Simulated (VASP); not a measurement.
HfSiO4:

```xyz
12
Lattice="-3.2767 3.2767 2.9822 3.2767 -3.2767 2.9822 3.2767 3.2767 -2.9822" Properties=species:S:1:pos:R:3 pbc="T T T"
Hf    0.0000    0.0000    0.0000
Hf    0.0000    3.2767    1.4911
Si    3.2767    0.0000    1.4911
Si    0.0000    0.0000    2.9822
O     3.2767    2.0636   -1.0784
O     4.4898    0.0000    0.4127
O     2.0636    0.0000    0.4127
O     0.0000    1.2131    1.9039
O     2.0636    3.2767    1.0784
O     3.2767    1.2131    2.5695
O     3.2767   -1.2131    2.5695
O     1.2131    0.0000    4.0606
```

```yaml
Program: VASP 6.6.1
Task: relaxation of cell and atoms
Functional: PBE
Potentials_or_basis: VASP PAW PBE potentials, release 64 (Hf_pv, Si, O)
Cutoff: 600 eV
k_mesh: 4 × 4 × 4
Occupations: gaussian, width 0.1 eV
Spin: no spin polarisation
```

At the start: pressure 6.4 GPa; volume 10.67 Å³/atom.

Task: How do energy, volume and symmetry change on relaxing?

Result: Over 6 steps the energy falls by 5.6 meV/atom and the volume is 10.95 Å³/atom (+2.6 %); space group I4_1/amd (No. 141, to 0.05 Å).

The path:
| step | energy change (eV) | largest force (eV/Å) | pressure (GPa) | volume (Å³) |
| --- | --- | --- | --- | --- |
| 1 | 0.0000 | 0.2650 | 6.44 | 128.08 |
| 2 | 0.1074 | 0.8270 | -8.56 | 136.20 |
| 3 | -0.0631 | 0.1894 | 0.31 | 131.07 |
| 4 | -0.0631 | 0.1811 | 0.43 | 131.01 |
| 5 | -0.0651 | 0.1592 | -0.26 | 131.73 |
| 6 | -0.0670 | 0.0426 | 0.01 | 131.43 |

Final structure:
```cif
data_structure
_symmetry_space_group_name_H-M 'P 1'
_symmetry_Int_Tables_number 1
_cell_length_a 5.5585
_cell_length_b 5.5585
_cell_length_c 5.5585
_cell_angle_alpha 107.009
_cell_angle_beta 107.009
_cell_angle_gamma 114.516
_cell_volume 131.43
loop_
_atom_site_label
_atom_site_type_symbol
_atom_site_fract_x
_atom_site_fract_y
_atom_site_fract_z
_atom_site_occupancy
Hf1 Hf 0.00000 0.00000 0.00000 1
Hf2 Hf 0.75000 0.25000 0.50000 1
Si1 Si 0.25000 0.75000 0.50000 1
Si2 Si 0.50000 0.50000 0.00000 1
O1 O 0.13389 0.31899 0.81490 1
O2 O 0.06899 0.75410 0.68510 1
O3 O 0.06899 0.38389 0.31490 1
O4 O 0.50410 0.31899 0.18510 1
O5 O 0.68101 0.49590 0.81490 1
O6 O 0.61611 0.93101 0.68510 1
O7 O 0.24590 0.93101 0.31490 1
O8 O 0.68101 0.86611 0.18510 1
```

Caveat: the relaxation stopped at a loose force limit of 0.05 eV/Å, so its end isn't a converged minimum.
